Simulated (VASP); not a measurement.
Crystal: Te3Pt.

```xyz
4
Lattice="4.8104 0.0000 0.0000 0.0000 4.8104 0.0000 0.0000 0.0000 4.8104" Properties=species:S:1:pos:R:3 pbc="T T T"
Te    0.0000    2.4052    2.4052
Te    2.4052    0.0000    2.4052
Te    2.4052    2.4052    0.0000
Pt    0.0000    0.0000    0.0000
```

```yaml
Program: VASP 6.6.1
Task: relaxation of cell and atoms
Functional: PBE
Potentials_or_basis: VASP PAW PBE potentials, release 64 (Te, Pt)
Cutoff: 600 eV
k_mesh: 4 × 4 × 4
Occupations: gaussian, width 0.1 eV
Spin: no spin polarisation
```

At the start: pressure -6.6 GPa; volume 27.83 Å³/atom.

**Question.** Where does the relaxation end?

**Answer.** Over 3 steps the energy falls by 75.1 meV/atom and the volume is 24.64 Å³/atom (-11.5 %); space group Pm-3m (No. 221, to 0.05 Å).

Step by step:
```tsv
step	energy change (eV)	largest force (eV/Å)	pressure (GPa)	volume (Å³)
1	0.0000	0.0000	-6.63	111.32
2	-0.2409	0.0000	4.20	93.78
3	-0.3003	0.0000	0.02	98.55
```

Final structure:
```
Te Pt
1.0
     4.61908    0.00000    0.00000
     0.00000    4.61908    0.00000
     0.00000    0.00000    4.61908
Te Pt
3 1
Cartesian
  0.0000 2.3095 2.3095
  2.3095 0.0000 2.3095
  2.3095 2.3095 0.0000
  0.0000 0.0000 0.0000
```
